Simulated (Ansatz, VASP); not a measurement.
In2GaP3: VASP beside Ansatz

Contents of POSCAR:

```
In2GaP3
1.0
    4.0705851220      0.0000000000      0.0000000000
   -2.0352925610      3.5252301239      0.0000000000
    0.0000000000      0.0000000000      9.9997414636
Ga In P
1 2 3
Direct
    0.0000000000      0.0000000000      0.0009124437
    0.6666666667      0.3333333333      0.6736664641
    0.3333333333      0.6666666667      0.3274886961
    0.6666666667      0.3333333333      0.9295554591
    0.3333333333      0.6666666667      0.5818573306
    0.0000000000      0.0000000000      0.2365196066
```

INCAR.step1

```
SYSTEM = In2GaP3
PREC = Accurate ; ENCUT = 520
ISMEAR = 0 ; SIGMA = 0.01
LREAL = .False. ; LASPH = .True.
NELM = 60 ; NBANDS = 36
GGA = PE ; ALGO = Normal
EDIFF = 1E-4 ; LWAVE = .True.
LCHARG = .False.
```

INCAR.step2

```
SYSTEM = In2GaP3
PREC = Accurate ; ENCUT = 520
EDIFF = 1E-7 ; ISMEAR = 0
SIGMA = 0.01 ; LREAL = .False.
LASPH = .True. ; NELM = 60
ALGO = Normal ; ISIF = 2
LWAVE = .False. ; LCHARG = .False.
METAGGA = R2SCAN ; LMIXTAU = .True.
NBANDS = 36 ; ISTART = 1
```

KPOINTS

```
regular mesh
0
Gamma
  6 6 2
  0 0 0
```

Input for Ansatz:

```yaml
crystal:
  lattice:
    - [4.070585122, 0.0, 0.0]
    - [-2.035292561, 3.5252301239, 0.0]
    - [0.0, 0.0, 9.9997414636]
  atoms:
    - { symbol: Ga, position: [0.0, 0.0, 0.0009124437] }
    - { symbol: In, position: [0.6666666667, 0.3333333333, 0.6736664641] }
    - { symbol: In, position: [0.3333333333, 0.6666666667, 0.3274886961] }
    - { symbol: P, position: [0.6666666667, 0.3333333333, 0.9295554591] }
    - { symbol: P, position: [0.3333333333, 0.6666666667, 0.5818573306] }
    - { symbol: P, position: [0.0, 0.0, 0.2365196066] }
kpoints:
  mp_grid: { grid: [6, 6, 2] }
hamiltonian:
  xc: r2scan
scf:
  occupations: { method: fixed }
  n_extra_bands: 5
output:
  forces: true
  stress: true
  eigenvalues: true
```

Alike in both runs: task single point; functional r2SCAN; k mesh 6 × 6 × 2; no spin polarisation.

```csv
,VASP,Ansatz
version,VASP 6.6.1,Ansatz 0.2.0
potentials or method,"VASP PAW PBE potentials, release 64 (Ga_d, In_d, P)","plane waves, PAW"
plane-wave cutoff (eV),520,500
occupations,"gaussian, width 0.01 eV",fixed
valence electrons in the cell,54,54
```

```csv
,VASP,Ansatz,Ansatz less VASP
gap on the k mesh at the Fermi level (eV),0.94,0.95,+0.012
pressure (GPa),-0.1,0.0,+0.11
rms of the force components (eV/Å),0.003,0.001,-0.0017
```

VASP's potentials were made for PBE, not for r2SCAN. Atom by atom the forces differ by 0.004 eV/Å (rms over components).
